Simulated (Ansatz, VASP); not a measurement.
GaAs in VASP and in Ansatz

Contents of INCAR:

```
PREC = Accurate
ENCUT = 500
EDIFF = 1E-6
ISMEAR = 1
SIGMA = 0.1
LREAL = False
LASPH = True
NELM = 120
ALGO = Normal
ISIF = 2
LWAVE = False
LCHARG = False
GGA = LIBXC
LIBXC1 = GGA_X_PBE
LIBXC2 = GGA_C_LYP
NBANDS = 16
GGA_COMPAT = False
```

KPOINTS

```
Automatic mesh
0
Gamma
  8 8 8
```

File POSCAR:

```
GaAs
1.0
    0.0000000000      2.7691429914      2.7691429914
    2.7691429914      0.0000000000      2.7691429914
    2.7691429914      2.7691429914      0.0000000000
As Ga
1 1
Direct
    0.7500000000      0.7500000000      0.7500000000
    0.0000000000      0.0000000000      0.0000000000
```

The input input.yaml:

```yaml
crystal:
  lattice:
    - [0.0, 2.7691429914, 2.7691429914]
    - [2.7691429914, 0.0, 2.7691429914]
    - [2.7691429914, 2.7691429914, 0.0]
  atoms:
    - { symbol: As, position: [0.75, 0.75, 0.75] }
    - { symbol: Ga, position: [0.0, 0.0, 0.0] }
kpoints:
  mp_grid: { grid: [8, 8, 8] }
scf:
  occupations: { method: cold, width: 0.1 }
hamiltonian:
  xc: { exchange: pbe, correlation: lyp }
  pseudopotentials: { kind: all_electron, lapw: { basis_error: 0.001 } }
output:
  forces: true
  stress: true
  eigenvalues: true
```

Change from the starting cell: volume scaled by 0.94.

Alike in both runs: task single point; functional pbe exchange, lyp correlation; k mesh 8 × 8 × 8; no spin polarisation.

|  | VASP | Ansatz |
| --- | --- | --- |
| version | VASP 6.6.1 | Ansatz 0.2.0 |
| potentials or method | VASP PAW PBE potentials, release 64 (As, Ga_d), cutoff 500 eV | all-electron LAPW, scalar-relativistic |
| occupations | methfessel-paxton of order 1, width 0.1 eV | cold, width 0.1 eV |

Ansatz gave:

| Item | Value |
| --- | --- |
| gap on the k mesh at the Fermi level (eV) | 0.86 |
| least direct gap on the mesh (eV) | 0.86 |
| pressure (GPa) | 12.8 |

Q: What did VASP give for the same quantities?

A: gap on the k mesh at the Fermi level (eV): 0.86; least direct gap on the mesh (eV): 0.86; pressure (GPa): 13.2.

VASP's potentials were made for PBE, not for pbe exchange, lyp correlation. Ansatz ran all-electron here, and VASP with PAW potentials.
